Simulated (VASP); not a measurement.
# Na2Al2O (P4/mmm) in VASP: a series of runs

Na2Al2O is run at these levels: PBE; tasks: single point, relaxation of cell and atoms.

Program: VASP 6.6.1. These are calculated values, not measurements. Logs are shortened: lines on timing, memory, paths and dates and some standing lists are left out, and cuts for length are marked.

## 1. The cell of the first run

The structure is tetragonal, space group P4/mmm (No. 123). The conventional cell has a = 3.517 Å, b = 3.517 Å, c = 8.865 Å, α = 90.00°, β = 90.00°, γ = 90.00°. Within 3.3 Å of Na (site symmetry 4mm) lie 1 Na at 2.47 Å and 4 O at 2.78 Å. Within 3.3 Å of Al (site symmetry mmm) lie 4 Al at 2.49 Å. Within 3.7 Å of O (site symmetry 4/mmm) lie 8 Na at 2.78 Å and 4 O at 3.52 Å.

## 2. Single point, PBE, collinear spin, ferromagnetic start

File INCAR:

```
SYSTEM = Na2Al2O
ALGO = Normal
EDIFF = 1E-7
ENCUT = 520
GGA = PE
ISIF = 2
ISMEAR = 0
ISPIN = 2
LASPH = .TRUE.
LCHARG = .TRUE.
LELF = .TRUE.
LORBIT = 11
LREAL = .FALSE.
LVHAR = .TRUE.
LWAVE = .FALSE.
MAGMOM = 0 0 0 0 0.44
NBANDS = 25
NELM = 150
PREC = Accurate
SIGMA = 0.1
```

File KPOINTS:

```
k-points
0
G
  10 10 4
  0 0 0
```

File POSCAR:

```
Na2Al2O
1.0
    3.5170403411      0.0000000000      0.0000000000
    0.0000000000      3.5170403411      0.0000000000
    0.0000000000      0.0000000000      8.8648996194
Na Al O
2 2 1
Direct
    0.0000000000      0.0000000000      0.6392205373
    0.0000000000      0.0000000000      0.3607794627
    0.0000000000      0.5000000000      0.0000000000
    0.5000000000      0.0000000000      0.0000000000
    0.5000000000      0.5000000000      0.5000000000
```

Potentials or basis: VASP PAW PBE potentials, release 64 (Na_pv, Al, O).

On the command line:

```
> cat potpaw_PBE.64/Na_pv/POTCAR potpaw_PBE.64/Al/POTCAR potpaw_PBE.64/O/POTCAR > POTCAR
> mpirun -np 1 vasp_std > vasp.out
```

OUTCAR:

```text
SYSTEM = Na2Al2O
   EDIFF = 1E-7
   ENCUT = 520
   GGA = PE
   ISIF = 2
   ISMEAR = 0
   ISPIN = 2
   LASPH = .TRUE.
   LORBIT = 11
   LREAL = .FALSE.
   NELM = 150
   PREC = Accurate

 ion  position               nearest neighbor table
   1  0.000  0.000  0.639-   2 2.47
   2  0.000  0.000  0.361-   1 2.47
   3  0.000  0.500  0.000-   4 2.49   4 2.49   4 2.49   4 2.49
   4  0.500  0.000  0.000-   3 2.49   3 2.49   3 2.49   3 2.49
   5  0.500  0.500  0.500-

  LATTYP: Found a simple tetragonal cell.
 ALAT       =     3.5170403411
 C/A-ratio  =     2.5205567067

  Lattice vectors:

 A1 = (   3.5170403411,   0.0000000000,   0.0000000000)
 A2 = (   0.0000000000,   3.5170403411,   0.0000000000)
 A3 = (   0.0000000000,   0.0000000000,   8.8648996194)

Analysis of symmetry for initial positions (statically):
=====================================================================
 Subroutine PRICEL returns:
 Original cell was already a primitive cell.

 Routine SETGRP: Setting up the symmetry group for a
 simple tetragonal supercell.

 Subroutine GETGRP returns: Found 16 space group operations
 (whereof 16 operations were pure point group operations)
 out of a pool of 16 trial point group operations.

The static configuration has the point symmetry D_4h.

Analysis of symmetry for dynamics (positions and initial velocities):
=====================================================================
 Subroutine PRICEL returns:
 Original cell was already a primitive cell.

 Routine SETGRP: Setting up the symmetry group for a
 simple tetragonal supercell.

 Subroutine GETGRP returns: Found 16 space group operations
 (whereof 16 operations were pure point group operations)
 out of a pool of 16 trial point group operations.

The dynamic configuration has the point symmetry D_4h.

Analysis of structural, dynamic, and magnetic symmetry:
=====================================================================
 Subroutine PRICEL returns:
 Original cell was already a primitive cell.

 Routine SETGRP: Setting up the symmetry group for a
 simple tetragonal supercell.

 Subroutine GETGRP returns: Found 16 space group operations
 (whereof 16 operations were pure point group operations)
 out of a pool of 16 trial point group operations.

The overall configuration has the point symmetry D_4h.

 Subroutine INISYM returns: Found 16 space group operations
 (whereof 16 operations are pure point group operations),
 and found     1 'primitive' translations

----------------------------------------------------------------------------------------

                                     Primitive cell

  volume of cell :     109.6550

  direct lattice vectors                    reciprocal lattice vectors
     3.517040341  0.000000000  0.000000000     0.284329977  0.000000000  0.000000000
     0.000000000  3.517040341  0.000000000     0.000000000  0.284329977  0.000000000
     0.000000000  0.000000000  8.864899619     0.000000000  0.000000000  0.112804436

  length of vectors
     3.517040341  3.517040341  8.864899619     0.284329977  0.284329977  0.112804436

  position of ions in fractional coordinates (direct lattice)
     0.000000000  0.000000000  0.639220537
     0.000000000  0.000000000  0.360779463
     0.000000000  0.500000000  0.000000000
     0.500000000  0.000000000  0.000000000
     0.500000000  0.500000000  0.500000000

  ion indices of the primitive-cell ions
   primitive index   ion index
                 1           1
                 2           2
                 3           3
                 4           4
                 5           5

----------------------------------------------------------------------------------------

 KPOINTS: k-points

Automatic generation of k-mesh.
 Grid dimensions read from file:
 generate k-points for:   10   10    4

 Generating k-lattice:

  Cartesian coordinates                     Fractional coordinates (reciprocal lattice)
     0.028432998  0.000000000  0.000000000     0.100000000  0.000000000  0.000000000
     0.000000000  0.028432998  0.000000000     0.000000000  0.100000000  0.000000000
     0.000000000  0.000000000  0.028201109     0.000000000  0.000000000  0.250000000

  Length of vectors
     0.028432998  0.028432998  0.028201109

  Shift w.r.t. Gamma in fractional coordinates (k-lattice)
     0.000000000  0.000000000  0.000000000

 Subroutine IBZKPT returns following result:
 ===========================================

 Found     63 irreducible k-points:

 Following reciprocal coordinates:
            Coordinates               Weight
  0.000000  0.000000  0.000000      1.000000
  0.100000  0.000000  0.000000      4.000000
  0.200000  0.000000  0.000000      4.000000
  0.300000  0.000000  0.000000      4.000000
  0.400000  0.000000  0.000000      4.000000
  0.500000  0.000000  0.000000      2.000000
[... 16 lines left out ...]
  0.100000  0.000000  0.250000      8.000000
  0.200000  0.000000  0.250000      8.000000
 [... further k-points ...]
   k-points           NKPTS =     63   k-points in BZ     NKDIM =     63   number of bands    NBANDS=     25
   number of dos      NEDOS =    301   number of ions     NIONS =      5
   total plane-waves  NPLWV =  54880
   dimension x,y,z NGX =    28 NGY =   28 NGZ =   70
   dimension x,y,z NGXF=    56 NGYF=   56 NGZF=  140
   ions per type =               2   2   1
   NGX,Y,Z   is equivalent  to a cutoff of  13.24, 13.24, 13.13 a.u.
   NGXF,Y,Z  is equivalent  to a cutoff of  26.47, 26.47, 26.25 a.u.
 SYSTEM =  Na2Al2O
   PREC   = accura    normal or accurate (medium, high low for compatibility)
   ISTART =      0    job   : 0-new  1-cont  2-samecut
   ICHARG =      2    charge: 1-file 2-atom 10-const
   ISPIN  =      2    spin polarized calculation?
   LNONCOLLINEAR =      F non collinear calculations
   LSORBIT =      F    spin-orbit coupling
   LASPH  =      T    aspherical Exc in radial PAW
   ENCUT  =  520.0 eV  38.22 Ry    6.18 a.u.   6.54  6.54 16.48*2*pi/ulx,y,z
   NELM   =    150;   NELMIN=  2; NELMDL= -5     # of ELM steps
   EDIFF  = 0.1E-06   stopping-criterion for ELM
   LREAL  =      F    real-space projection
   EDIFFG = 0.1E-05   stopping-criterion for IOM
   NSW    =      0    number of steps for IOM
   IBRION =     -1    ionic relax: 0-MD 1-quasi-New 2-CG
   NFREE  =      0    steps in history (QN), initial steepest desc. (CG)
   ISIF   =      2    stress and relaxation
   ISYM   =      2    0-nonsym 1-usesym 2-fastsym
   POTIM  = 0.5000    time-step for ionic-motion
   TEBEG  =    0.0;   TEEND  =   0.0 temperature during run
   PSTRESS=    0.0 pullay stress
   NELECT =      26.0000    total number of electrons
   NUPDOWN=      -1.0000    fix difference up-down
   EMIN   =  10.00;   EMAX   =-10.00  energy-range for DOS
   EFERMI =   0.00;   METHOD = LEGACY
   ISMEAR =     0;   SIGMA  =   0.10  broadening in eV -4-tet -1-fermi 0-gaus
   EFERMI_NEDOS =   21; number of points for ismear=-14 and -15
   IALGO  =     38    algorithm
   IMIX   =      4    mixing-type and parameters
     AMIX     =   0.40;   BMIX     =  1.00
     AMIX_MAG =   1.60;   BMIX_MAG =  1.00
  volume/ion in A,a.u.               =      21.93       148.00
  Fermi-wavevector in a.u.,A,eV,Ry     =   1.013265  1.914793 13.969187  1.026706
  Thomas-Fermi vector in A             =   2.146424
   LORBIT       =     11    0 simple, 1 ext, 2 COOP (PROOUT), +10 PAW based schemes
   GGA     = PE    functional components
   LHFCALC =     F    Hartree Fock is set to
   AEXX    =    0.0000 exact exchange contribution
   IVDW    =     0    specifies the selected vdW correction
   LEPSILON=     F    determine dielectric tensor
   LRPA    =     F    only Hartree local field effects (RPA)
 spin polarized calculation
 Gauss-broadening in eV      SIGMA  =   0.10
  energy-cutoff  :      520.00
  volume of cell :      109.66
 maximum number of plane-waves:      3001
 NGX is ok and might be reduce to    28
   NGX = 13   NGY = 13   NGZ = 33

 number of electron      25.9999994 magnetization      -0.0000109

 number of electron      25.9999994 magnetization       0.0000154

 Free energy of the ion-electron system (eV)
  ---------------------------------------------------
  ext. energy  EPLUGINS =         0.00000000
  ---------------------------------------------------
  free energy    TOTEN  =       -15.45590940 eV

  energy without entropy =      -15.42908575  energy(sigma->0) =      -15.44249758

 E-fermi :   1.6565     XC(G=0):  -8.0126

 val. band max:        1.6387808282   @ k =   0.1000   0.0000   0.5000
 cond. band min:       1.6646474580   @ k =   0.2000   0.0000   0.0000
 fundamental gap:      0.0258666298
 Fermi energy:         1.6565343076

 spin component 1

 k-point     1 :       0.0000    0.0000    0.0000
  band No.  band energies     occupation
      1     -21.9701      1.00000
      2     -21.6810      1.00000
      3     -21.6810      1.00000
      4     -21.6498      1.00000
      5     -21.6385      1.00000
      6     -21.6385      1.00000
[... 17 lines left out ...]
     24      11.8834      0.00000
     25      12.6564      0.00000
[... 621 lines left out ...]
      3     -21.6798      1.00000
      4     -21.6500      1.00000
      5     -21.6479      1.00000
      6     -21.6376      1.00000
[... 17 lines left out ...]
     24      11.0650      0.00000
     25      11.8904      0.00000

 [... further k-points ...]

 spin component 2

 k-point     1 :       0.0000    0.0000    0.0000
  band No.  band energies     occupation
      1     -21.9701      1.00000
      2     -21.6810      1.00000
      3     -21.6810      1.00000
      4     -21.6498      1.00000
      5     -21.6385      1.00000
      6     -21.6385      1.00000
[... 17 lines left out ...]
     24      11.8833      0.00000
     25      12.6566      0.00000
[... 621 lines left out ...]
      3     -21.6798      1.00000
      4     -21.6500      1.00000
      5     -21.6479      1.00000
      6     -21.6376      1.00000
[... 17 lines left out ...]
     24      11.0650      0.00000
     25      11.8904      0.00000

 [... further k-points ...]
[... 5 lines left out ...]
  --------------------------------------------------------------------------------------
  -------------------------------------------------------------------------------------
  Total       -0.0115246     -0.0115246     -0.1138520      0.0000000      0.0000000      0.0000000
  in kB       -0.1683862     -0.1683862     -1.6634999      0.0000000      0.0000000      0.0000000
  external PRESSURE =      -0.6667574 kB  Pullay stress =       0.0000000 kB

 VOLUME and BASIS-vectors are now :
 -----------------------------------------------------------------------------
  energy-cutoff  :      520.00
  volume of cell :      109.66
      direct lattice vectors                 reciprocal lattice vectors
     3.517040341  0.000000000  0.000000000     0.284329977  0.000000000  0.000000000
     0.000000000  3.517040341  0.000000000     0.000000000  0.284329977  0.000000000
     0.000000000  0.000000000  8.864899619     0.000000000  0.000000000  0.112804436

 POSITION                                       TOTAL-FORCE (eV/Angst)
 -----------------------------------------------------------------------------------
      0.00000      0.00000      5.66663        -0.000000      0.000000     -0.070260
      0.00000      0.00000      3.19827         0.000000      0.000000      0.070260
      0.00000      1.75852      0.00000        -0.000000      0.000000      0.000000
      1.75852      0.00000      0.00000        -0.000000      0.000000      0.000000
      1.75852      1.75852      4.43245        -0.000000      0.000000      0.000000
 -----------------------------------------------------------------------------------
    total drift:                               -0.000000     -0.000000      0.000000

  FREE ENERGIE OF THE ION-ELECTRON SYSTEM (eV)
  ---------------------------------------------------
  free  energy   TOTEN  =       -15.4559093959 eV

  energy  without entropy=      -15.4290857550  energy(sigma->0) =      -15.44249758

 total charge

# of ion       s       p       d       tot
------------------------------------------
    1        0.050   5.970   0.000   6.020
    2        0.050   5.970   0.000   6.020
    3        0.495   0.354   0.000   0.849
    4        0.495   0.354   0.000   0.849
    5        1.569   3.225   0.000   4.794
--------------------------------------------------
tot          2.658  15.874   0.000  18.532

 magnetization (x)

# of ion       s       p       d       tot
------------------------------------------
    1       -0.000  -0.000   0.000  -0.000
    2       -0.000  -0.000   0.000  -0.000
    3       -0.000  -0.000   0.000  -0.000
    4       -0.000  -0.000   0.000  -0.000
    5       -0.000   0.000   0.000   0.000
--------------------------------------------------
tot         -0.000   0.000   0.000   0.000
```

Run time: 4.5 min. Hardware: 1 thread of Intel Xeon 6975P-C (Granite Rapids), shared host; peak memory 0.42 GiB.

What came out:

| Property | Result |
| --- | --- |
| Free energy | -15.4559 eV |
| Pressure | -0.1 GPa |
| Largest force | 0.070 eV/Å |
| Band gap on the k mesh | zero (filled and empty bands overlap) |
| Net moment | 0.00 μB per cell |
| Valence electrons inside the program's atomic spheres | Na 6.02; Al 0.85; O 4.79 |

Forces on the atoms (eV/Å):
```
Na   0.000  0.000 -0.070
Na   0.000  0.000  0.070
Al   0.000  0.000  0.000
Al   0.000  0.000  0.000
O    0.000  0.000  0.000
```

Stress tensor (GPa, compression positive):
```
-0.02  0.00  0.00
 0.00 -0.02  0.00
 0.00  0.00 -0.17
```

Levels at points of the mesh, in eV from the Fermi level:
Spin up:
```
           k point  band 11  band 12  band 13  band 14  band 15  band 16
(0.00, 0.00, 0.00)    -0.03    -0.03     1.19     1.22     1.22     3.11
(0.50, 0.00, 0.00)    -0.75    -0.10     0.08     0.52     3.71     3.77
(0.50, 0.50, 0.00)    -2.96    -1.04    -1.04    -0.28     2.31     2.31
(0.00, 0.00, 0.50)    -0.03    -0.03     1.22     1.22     2.52     3.10
(0.50, 0.00, 0.50)    -0.50     0.05     0.08     0.11     3.71     3.77
(0.50, 0.50, 0.50)    -2.95    -1.06    -1.06    -0.25     2.37     2.37
```
Spin down:
```csv
k point,band 9,band 10,band 11,band 12,band 13,band 14,band 15,band 16,band 17,band 18
"(0.00, 0.00, 0.00)",-2.97,-0.62,-0.03,-0.03,1.19,1.22,1.22,3.11,4.59,5.42
"(0.50, 0.00, 0.00)",-6.00,-1.51,-0.75,-0.10,0.08,0.52,3.71,3.77,4.12,4.45
"(0.50, 0.50, 0.00)",-3.35,-2.96,-2.96,-1.04,-1.04,-0.28,2.31,2.31,3.31,3.95
"(0.00, 0.00, 0.50)",-2.85,-1.10,-0.03,-0.03,1.22,1.22,2.52,3.10,3.14,4.60
"(0.50, 0.00, 0.50)",-6.01,-1.58,-0.50,0.05,0.08,0.11,3.71,3.77,4.19,4.80
"(0.50, 0.50, 0.50)",-3.36,-2.95,-2.95,-1.06,-1.06,-0.25,2.37,2.37,3.25,3.79
```

[end of part 1 of 2]
